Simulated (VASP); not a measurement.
Input of a VASP 6.6.1 run:

INCAR

```
SYSTEM = PbO
PREC     = Accurate       ! precision mode
ENCUT    = 520            ! plane-wave cutoff, eV
EDIFF    = 1E-7           ! SCF threshold, eV
ISMEAR   = 0              ! smearing method
SIGMA    = 0.05           ! smearing width, eV
LREAL    = .False.        ! projectors in reciprocal space
LASPH    = .True.         ! aspherical terms in the spheres
NELM     = 100            ! most SCF steps
ALGO     = Normal         ! electronic algorithm
ISIF     = 2              ! what is computed and relaxed
LWAVE    = .False.        ! write WAVECAR
LCHARG   = .False.        ! write CHGCAR
GGA      = CA             ! functional
NBANDS   = 28             ! bands
```

File KPOINTS:

```
Automatic mesh
0
Gamma
  10 10 6
  0 0 0
```

Contents of POSCAR:

```
PbO
1.0
    3.6181561545      0.0000000000      0.0000000000
   -1.8090780772      3.1334151446      0.0000000000
    0.0000000000      0.0000000000      6.3515547832
Pb O
2 2
Direct
    0.3333333333      0.6666666667      0.2500000000
    0.6666666667      0.3333333333      0.7500000000
    0.0000000000      0.0000000000      0.0000000000
    0.0000000000      0.0000000000      0.5000000000
```

Potentials or basis: VASP PAW LDA potentials, release 64 (Pb_d, O).

Command:

```sh
$ cat potpaw_LDA.64/Pb_d/POTCAR potpaw_LDA.64/O/POTCAR > POTCAR
$ mpirun -np 1 vasp_std > vasp.out
```

Question: What does it give for the band gap on the k mesh?

Answer: 0.12 eV (least direct gap 0.14 eV).

Question: Predict the pressure.

Answer: -7.3 GPa.

Stress tensor (GPa, compression positive):
```
-7.20  0.00  0.00
 0.00 -7.20  0.00
 0.00  0.00 -7.61
```

Caveat: the cell stands under tension; spin-orbit coupling is left out, which moves the levels of the heavy elements. A k mesh can miss the band edges.
